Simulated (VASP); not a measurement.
# Sb (Im-3m) in VASP: further runs

The runs below take Sb through single point, with RPBE.

Everything below comes from runs of VASP 6.6.1. Logs are shortened: lines on timing, memory, paths and dates and some standing lists are left out, and cuts for length are marked.

**1. The cell of the first run**

The structure is cubic, space group Im-3m (No. 229). The conventional cell has a = 3.919 Å, b = 3.919 Å, c = 3.919 Å, α = 90.00°, β = 90.00°, γ = 90.00°. Within 4.5 Å of Sb (site symmetry m-3m) lie 14 Sb at 3.39 to 3.92 Å.

**2. Single point, RPBE (volume scaled by 1.08)**

Input file INCAR:

```
PREC = Accurate
ENCUT = 520
EDIFF = 1E-6
ISMEAR = -1
SIGMA = 0.1
LREAL = F
LASPH = T
NELM = 100
ALGO = Normal
ISIF = 2
LWAVE = F
LCHARG = F
GGA = RP
NBANDS = 8
```

Input file KPOINTS:

```
Automatic mesh
0
Gamma
  13 13 13
```

Input file POSCAR:

```
Sb
1.0
   -1.9596191229      1.9596191229      1.9596191229
    1.9596191229     -1.9596191229      1.9596191229
    1.9596191229      1.9596191229     -1.9596191229
Sb
1
Direct
    0.0000000000      0.0000000000      0.0000000000
```

Potentials or basis: VASP PAW PBE potentials, release 64 (Sb).

Launch:

```
$ cat potpaw_PBE.64/Sb/POTCAR > POTCAR
$ mpirun -np 1 vasp_std > vasp.out
```

OUTCAR:

```text
PREC = Accurate
   ENCUT = 520
   EDIFF = 1E-6
   ISMEAR = -1
   LREAL = F
   LASPH = T
   NELM = 100
   ISIF = 2
   GGA = RP

 ion  position               nearest neighbor table
   1  0.000  0.000  0.000-

  LATTYP: Found a body centered cubic cell.
 ALAT       =     3.9192382458

  Lattice vectors:

 A1 = (  -1.9596191229,   1.9596191229,   1.9596191229)
 A2 = (   1.9596191229,  -1.9596191229,   1.9596191229)
 A3 = (   1.9596191229,   1.9596191229,  -1.9596191229)

Analysis of symmetry for initial positions (statically):
=====================================================================
 Subroutine PRICEL returns:
 Original cell was already a primitive cell.

 Routine SETGRP: Setting up the symmetry group for a
 body centered cubic supercell.

 Subroutine GETGRP returns: Found 48 space group operations
 (whereof 48 operations were pure point group operations)
 out of a pool of 48 trial point group operations.

The static configuration has the point symmetry O_h .

Analysis of symmetry for dynamics (positions and initial velocities):
=====================================================================
 Subroutine PRICEL returns:
 Original cell was already a primitive cell.

 Routine SETGRP: Setting up the symmetry group for a
 body centered cubic supercell.

 Subroutine GETGRP returns: Found 48 space group operations
 (whereof 48 operations were pure point group operations)
 out of a pool of 48 trial point group operations.

The dynamic configuration has the point symmetry O_h .

 Subroutine INISYM returns: Found 48 space group operations
 (whereof 48 operations are pure point group operations),
 and found     1 'primitive' translations

----------------------------------------------------------------------------------------

                                     Primitive cell

  volume of cell :      30.1006

  direct lattice vectors                    reciprocal lattice vectors
    -1.959619123  1.959619123  1.959619123     0.000000000  0.255151623  0.255151623
     1.959619123 -1.959619123  1.959619123     0.255151623  0.000000000  0.255151623
     1.959619123  1.959619123 -1.959619123     0.255151623  0.255151623  0.000000000

  length of vectors
     3.394159884  3.394159884  3.394159884     0.360838886  0.360838886  0.360838886

  position of ions in fractional coordinates (direct lattice)
     0.000000000  0.000000000  0.000000000

  ion indices of the primitive-cell ions
   primitive index   ion index
                 1           1

[... 71 lines left out ...]
   EDIFF  = 0.1E-05   stopping-criterion for ELM
   LREAL  =      F    real-space projection
   EDIFFG = 0.1E-04   stopping-criterion for IOM
   NSW    =      0    number of steps for IOM
   IBRION =     -1    ionic relax: 0-MD 1-quasi-New 2-CG
   NFREE  =      0    steps in history (QN), initial steepest desc. (CG)
   ISIF   =      2    stress and relaxation
   ISYM   =      2    0-nonsym 1-usesym 2-fastsym
   POTIM  = 0.5000    time-step for ionic-motion
   TEBEG  =    0.0;   TEEND  =   0.0 temperature during run
   PSTRESS=    0.0 pullay stress
   NELECT =       5.0000    total number of electrons
   NUPDOWN=      -1.0000    fix difference up-down
   EMIN   =  10.00;   EMAX   =-10.00  energy-range for DOS
   EFERMI =   0.00;   METHOD = LEGACY
   ISMEAR =    -1;   SIGMA  =   0.10  broadening in eV -4-tet -1-fermi 0-gaus
   EFERMI_NEDOS =   21; number of points for ismear=-14 and -15
   IALGO  =     38    algorithm
   IMIX   =      4    mixing-type and parameters
     AMIX     =   0.40;   BMIX     =  1.00
     AMIX_MAG =   1.60;   BMIX_MAG =  1.00
  volume/ion in A,a.u.               =      30.10       203.13
  Fermi-wavevector in a.u.,A,eV,Ry     =   0.899925  1.700612 11.018892  0.809866
  Thomas-Fermi vector in A             =   2.022820
   LORBIT       =      0    0 simple, 1 ext, 2 COOP (PROOUT), +10 PAW based schemes
   GGA     = RP    functional components
   LHFCALC =     F    Hartree Fock is set to
   AEXX    =    0.0000 exact exchange contribution
   IVDW    =     0    specifies the selected vdW correction
   LEPSILON=     F    determine dielectric tensor
   LRPA    =     F    only Hartree local field effects (RPA)
 non-spin polarized calculation
  energy-cutoff  :      520.00
  volume of cell :       30.10
 maximum number of plane-waves:       824
 NGX is ok and might be reduce to    28
   NGX = 13   NGY = 13   NGZ = 13

 number of electron       5.0000000 magnetization

 Free energy of the ion-electron system (eV)
  ---------------------------------------------------
  ext. energy  EPLUGINS =         0.00000000
  ---------------------------------------------------
  free energy    TOTEN  =        -3.50461569 eV

  energy without entropy =       -3.47865359  energy(sigma->0) =       -3.49163464

 E-fermi :   7.1234     XC(G=0):  -9.7018

 val. band max:        7.1149754173   @ k =   0.2308   0.1538   0.0769
 cond. band min:       7.1544845988   @ k =   0.3077   0.1538  -0.0000
 fundamental gap:      0.0395091815
 Fermi energy:         7.1233913852

 k-point     1 :       0.0000    0.0000    0.0000
  band No.  band energies     occupation
      1      -4.8479      2.00000
      2      11.8613      0.00000
      3      11.8613      0.00000
      4      11.8613      0.00000
      5      17.2611      0.00000
      6      17.2611      0.00000
      7      17.2611      0.00000
      8      18.1137      0.00000
[... 243 lines left out ...]
 k-point    24 :       0.2308    0.0769    0.0769
  band No.  band energies     occupation
      1      -2.9401      2.00000
      2       5.2641      2.00000
      3       8.3903      0.00001
      4       9.6411      0.00000
      5      15.4347      0.00000
      6      15.8240      0.00000
      7      18.9764      0.00000
      8      19.5567      0.00000

 [... further k-points ...]
[... 5 lines left out ...]
  --------------------------------------------------------------------------------------
  -------------------------------------------------------------------------------------
  Total       -0.6998048     -0.6998048     -0.6998048      0.0000000      0.0000000     -0.0000000
  in kB      -37.2488197    -37.2488197    -37.2488197      0.0000000      0.0000000     -0.0000000
  external PRESSURE =     -37.2488197 kB  Pullay stress =       0.0000000 kB

 VOLUME and BASIS-vectors are now :
 -----------------------------------------------------------------------------
  energy-cutoff  :      520.00
  volume of cell :       30.10
      direct lattice vectors                 reciprocal lattice vectors
    -1.959619123  1.959619123  1.959619123     0.000000000  0.255151623  0.255151623
     1.959619123 -1.959619123  1.959619123     0.255151623  0.000000000  0.255151623
     1.959619123  1.959619123 -1.959619123     0.255151623  0.255151623  0.000000000

 POSITION                                       TOTAL-FORCE (eV/Angst)
 -----------------------------------------------------------------------------------
      0.00000      0.00000      0.00000        -0.000000     -0.000000     -0.000000
 -----------------------------------------------------------------------------------
    total drift:                                0.000000      0.000000      0.000000

  FREE ENERGIE OF THE ION-ELECTRON SYSTEM (eV)
  ---------------------------------------------------
  free  energy   TOTEN  =        -3.5046156946 eV

  energy  without entropy=       -3.4786535893  energy(sigma->0) =       -3.49163464
```

Wall time 8.2 s (1 thread of Intel Xeon 6975P-C (Granite Rapids), shared host); peak memory 0.16 GiB.

Results:

```
Free energy : -3.5046 eV
Pressure    : -3.7 GPa
```

Levels at points of the mesh, in eV from the Fermi level:
```csv
k point,band 1,band 2,band 3,band 4,band 5
"(0.00, 0.00, 0.00)",-11.97,4.74,4.74,4.74,10.14
```

Caveat: the cell differs from its parent crystal (volume scaled by 1.08); the PAW data sets were made with another functional, which shifts forces and pressure a little; spin-orbit coupling is left out, which moves the levels of the heavy elements.

**3. Single point, RPBE (volume scaled by 1.12)**

Input file INCAR:

```
SYSTEM = Sb
  PREC = Accurate
  ENCUT = 520
  EDIFF = 1E-7
  ISMEAR = -1
  SIGMA = 0.1
  LREAL = .FALSE.
  LASPH = .TRUE.
  NELM = 60
  ALGO = Normal
  ISIF = 2
  LWAVE = .FALSE.
  LCHARG = .TRUE.
  GGA = RP
  LELF = .TRUE.
  LVHAR = .TRUE.
  NBANDS = 8
```

Input file KPOINTS:

```
Automatic mesh
0
G
  13 13 13
  0 0 0
```

Input file POSCAR:

```
Sb
1.0
   -1.9835192725      1.9835192725      1.9835192725
    1.9835192725     -1.9835192725      1.9835192725
    1.9835192725      1.9835192725     -1.9835192725
Sb
1
Direct
    0.0000000000      0.0000000000      0.0000000000
```

Potentials or basis: VASP PAW PBE potentials, release 64 (Sb).

Launch:

```
$ cat potpaw_PBE.64/Sb/POTCAR > POTCAR
$ mpirun -np 1 vasp_std > vasp.out
```

Wall time 10 s (1 thread of Intel Xeon 6975P-C (Granite Rapids), shared host); peak memory 0.16 GiB.

The run converged. Its results:

- Free energy: -3.4743 eV
- Pressure: -4.9 GPa

Levels at points of the mesh, in eV from the Fermi level:
```
           k point  band 1  band 2  band 3  band 4  band 5
(0.00, 0.00, 0.00)  -11.73    4.49    4.49    4.49   10.01
```

Caveat: the cell differs from its parent crystal (volume scaled by 1.12); the PAW data sets were made with another functional, which shifts forces and pressure a little; spin-orbit coupling is left out, which moves the levels of the heavy elements.

**4. Single point, RPBE**

This run uses another cell than the first one, of 27.87 Å³/atom, 0.926 times its volume.

Input file INCAR:

```
SYSTEM = Sb
ALGO = Normal ; EDIFF = 1E-7
ENCUT = 520 ; GGA = RP
ISIF = 2 ; ISMEAR = -1
LASPH = .TRUE. ; LCHARG = .TRUE.
LELF = .TRUE. ; LREAL = .FALSE.
LVHAR = .TRUE. ; LWAVE = .FALSE.
NBANDS = 8 ; NELM = 80
PREC = Accurate ; SIGMA = 0.1
```

Input file KPOINTS:

```
k-points
0
G
  19 19 19
  0 0 0
```

Input file POSCAR:

```
Sb
1.0
   -1.9099870252      1.9099870252      1.9099870252
    1.9099870252     -1.9099870252      1.9099870252
    1.9099870252      1.9099870252     -1.9099870252
Sb
1
Direct
    0.0000000000      0.0000000000      0.0000000000
```

Launch:

```
$ cat potpaw_PBE.64/Sb/POTCAR > POTCAR
$ mpirun -np 1 vasp_std > vasp.out
```

It took 23 s on 1 thread of Intel Xeon 6975P-C (Granite Rapids), shared host; peak memory 0.18 GiB.

Results (log left out):

```yaml
Free_energy: -3.5343 eV
Pressure: -0.2 GPa
```

Levels at points of the mesh, in eV from the Fermi level:
```csv
k point,band 1,band 2,band 3,band 4,band 5,band 6,band 7,band 8
"(0.00, 0.00, 0.00)",-12.56,5.26,5.26,5.26,10.38,10.38,10.38,11.72
```

Caveat: the PAW data sets were made with another functional, which shifts forces and pressure a little; spin-orbit coupling is left out, which moves the levels of the heavy elements.

**5. Overview**

```tsv
cell	k mesh	gap on the mesh (eV)	pressure (GPa)
a = 3.394 Å, angles 109.5°, 1 atom	13 × 13 × 13	none	-3.7
a = 3.436 Å, angles 109.5°, 1 atom	13 × 13 × 13	none	-4.9
a = 3.308 Å, angles 109.5°, 1 atom	19 × 19 × 19	none	-0.2
```

Alike in all rows: task single point; level RPBE; potentials or basis VASP PAW PBE potentials, release 64 (Sb); no spin polarisation; cutoff (eV) 520; smearing fermi-dirac 0.1 eV.

Caveats: the PAW data sets were made with another functional, which shifts forces and pressure a little; spin-orbit coupling is left out, which moves the levels of the heavy elements.

Total energies depend on the potentials used, so only differences within one code and one set of settings carry meaning.
